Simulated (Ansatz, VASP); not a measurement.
## One calculation of Te, two programs

```
CELL_PARAMETERS angstrom
4.45800 0.00000 0.00000
-2.22900 3.86074 0.00000
0.00000 0.00000 5.74725
ATOMIC_POSITIONS crystal
Te 0.74500 0.00000 0.33333
Te 0.00000 0.74500 0.66667
Te 0.25500 0.25500 0.00000
```

Change from the starting cell: zz strain of -3 %.

Alike in both runs: task single point; functional PBE; k mesh 9 × 9 × 6; occupations fermi-dirac, width 0.08 eV; no spin polarisation.

|  | VASP | Ansatz |
| --- | --- | --- |
| version | VASP 6.6.1 | Ansatz 0.2.0 |
| potentials or method | VASP PAW PBE potentials, release 64 (Te), cutoff 520 eV | all-electron LAPW, scalar-relativistic |

VASP gave:

* pressure (GPa): 5.7
* traceless stress, the component that is largest in VASP (GPa): 1.95
* rms of the force components (eV/Å): 0.548

**Question.** Estimate Ansatz's values.

**Answer.** Pressure (GPa): 5.6; traceless stress, the component that is largest in VASP (GPa): 1.89; rms of the force components (eV/Å): 0.530.

Atom by atom the forces differ by 0.018 eV/Å (rms over components). Ansatz ran all-electron here, and VASP with PAW potentials.

Neither program's run includes spin-orbit coupling.
